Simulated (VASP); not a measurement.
C: single point with r2SCAN

The system is C.

```xyz
4
Lattice="2.5032 0.0000 0.0000 -1.2516 2.1678 0.0000 0.0000 0.0000 4.3114" Properties=species:S:1:pos:R:3 pbc="T T T"
C     0.0000    1.4452   -0.0016
C     1.2516    0.7226    2.1541
C     0.0000    1.4452    1.6184
C     1.2516    0.7226    3.7742
```

This cell differs from its parent crystal: uniaxial z strain +3.4%.

```
Program                : VASP 6.6.1
Task                   : single point
Functional             : r2SCAN
Potentials or basis    : VASP PAW PBE potentials, release 64 (C_h)
Cutoff                 : 910 eV
k mesh                 : 12 × 12 × 6
Occupations            : gaussian, width 0.01 eV
Spin                   : no spin polarisation
Dipole correction      : no
Second run             : hard_potentials
Further INCAR settings : ALGO = Normal; EDIFF = 1e-06; NBANDS = 16
```

```yaml
Pressure: -14.3 GPa
Largest_force: 0.007 eV/Å
Band_gap_on_the_k_mesh: 3.78 eV, indirect (least direct gap 4.55 eV)
```

Forces on the atoms (eV/Å):
```
C    0.000  0.000 -0.007
C    0.000  0.000 -0.007
C    0.000  0.000  0.007
C    0.000  0.000  0.007
```

Stress tensor (GPa, compression positive):
```
 -1.00   0.00   0.00
  0.00  -1.00   0.00
  0.00   0.00 -40.84
```

Levels at points of the mesh, in eV from the valence-band top:
```csv
k point,band 5,band 6,band 7,band 8,band 9,band 10,band 11,band 12
"(0.00, 0.00, 0.00)",-2.78,-0.35,0.00,0.00,4.55,5.68,5.68,9.01
"(0.50, 0.00, 0.00)",-9.16,-6.33,-5.73,-3.34,5.20,8.42,8.58,9.08
"(0.00, 0.00, 0.50)",-1.64,-1.64,-1.64,-1.64,7.80,7.80,7.80,7.80
"(0.50, 0.00, 0.50)",-5.08,-5.08,-5.01,-5.01,6.11,6.11,6.52,6.52
```

Run time: 2.5 min on 1 thread of Intel(R) Xeon(R) Platinum 8488C (Sapphire Rapids), on a shared host, peak memory 0.2 GiB.

Caveat: the cell differs from its parent crystal (uniaxial z strain +3.4%); the cutoff is under 1.25 times the usual one of these potentials, so pressure, stress and relaxed cells hold a basis-set (Pulay) error; the PAW data sets were made with another functional, which shifts forces and pressure a little. A k mesh can miss the band edges.
